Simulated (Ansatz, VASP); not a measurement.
MgS in VASP and in Ansatz

```
Mg S
1.0
     3.27358    0.00000    0.00000
     0.00000    3.27358    0.00000
     0.00000    0.00000    3.27358
Mg S
1 1
Direct
  0.00000 0.00000 0.00000
  0.50000 0.50000 0.50000
```

Alike in both runs: task relaxation of cell and atoms; functional PBE; k mesh 16 × 16 × 16; occupations gaussian, width 0.1 eV; no spin polarisation.

|  | VASP | Ansatz |
| --- | --- | --- |
| version | VASP 6.6.1 | Ansatz 0.2.0 |
| potentials or method | VASP PAW PBE potentials, release 64 (Mg, S), cutoff 600 eV | scalar-relativistic, plane waves, PAW |
| valence electrons in the cell | 8 | 16 |

Ansatz gave:

```
gap on the k mesh at the Fermi level, each at its own relaxed structure (eV) : none
relaxed volume (Å³/atom)                                                     : 17.58
relaxed cell length with the largest relative difference (Å)                 : 3.276
```

**Question.** Which values does VASP return?

**Answer.** gap on the k mesh at the Fermi level, each at its own relaxed structure (eV): none; relaxed volume (Å³/atom): 17.50; relaxed cell length with the largest relative difference (Å): 3.271.

A gap of «none» marks a metal or a gap that the smearing closes. VASP's potentials hold 8 valence electrons a cell and Ansatz's 16, so a difference there can come from the potentials and not from the codes.
